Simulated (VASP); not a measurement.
Runs of VASP 6.6.1 on Ir. The structure is that of space group Fm-3m (No. 225), or close to it. The cells are those of the table. 

```csv
task,cell,k mesh,gap on the mesh (eV),pressure (GPa),moment (μB)
single point,"a = 2.668 Å, angles 60.0°, 1 atom",22 × 22 × 22,none,51.9,0.00
single point,"a = 2.707 Å, angles 60.0°, 1 atom",22 × 22 × 22,none,(a),0.00
relaxation of cell and atoms,"relaxed from a = 2.715 Å, angles 60.0°, 1 atom",14 × 14 × 14,none,0.1,0.00
single point,"a = 2.746 Å, angles 60.0°, 1 atom",22 × 22 × 22,none,13.0,0.00
```

Alike in all rows: level BLYP; potentials or basis VASP PAW PBE potentials, release 64 (Ir_sv_GW); spin collinear; cutoff (eV) 560; smearing fermi-dirac 0.05 eV.

Task: Fill in the values left out.

Result: (a) 30.1.

Caveats: the PAW data sets were made with another functional, which shifts forces and pressure a little; spin-orbit coupling is left out, which moves the levels of the heavy elements; the cell stands under pressure (at least some runs).

A k mesh can miss the band edges, and the runs leave out spin-orbit coupling on Ir.

A gap of «none» marks levels without a gap at the run's occupations.
